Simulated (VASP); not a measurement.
A run of VASP 6.6.1 is set up as follows.

INCAR

```
SYSTEM = GaN
  PREC = Accurate
  ENCUT = 520
  EDIFF = 1E-6
  ISMEAR = 0
  SIGMA = 0.05
  LREAL = .False.
  LASPH = .True.
  NELM = 100
  ALGO = Normal
  ISIF = 2
  LWAVE = .False.
  LCHARG = .True.
  GGA = PE
  LELF = .True.
  LVHAR = .True.
  NBANDS = 16
```

The input KPOINTS:

```
regular mesh
0
Gamma
  10 10 10
  0 0 0
```

Contents of POSCAR:

```
GaN
1.0
    0.0000000000      2.2535006075      2.1408255771
    2.2535006075      0.0000000000      2.1408255771
    2.2535006075      2.2535006075      0.0000000000
Ga N
1 1
Direct
    0.0000000000      0.0000000000      0.0000000000
    0.7500000000      0.7500000000      0.7500000000
```

Potentials or basis: VASP PAW PBE potentials, release 64 (Ga_d, N).

Command:

```console
$ cat potpaw_PBE.64/Ga_d/POTCAR potpaw_PBE.64/N/POTCAR > POTCAR
$ mpirun -np 1 vasp_std > vasp.out
```

(1) What does it give for the pressure?

(2) Estimate the band gap on the k mesh.

Results:

(1) 15.9 GPa.

(2) 1.90 eV, direct.

Caveat: the cell differs from its parent crystal (strain +0.000 along x and y, -0.050 along z).
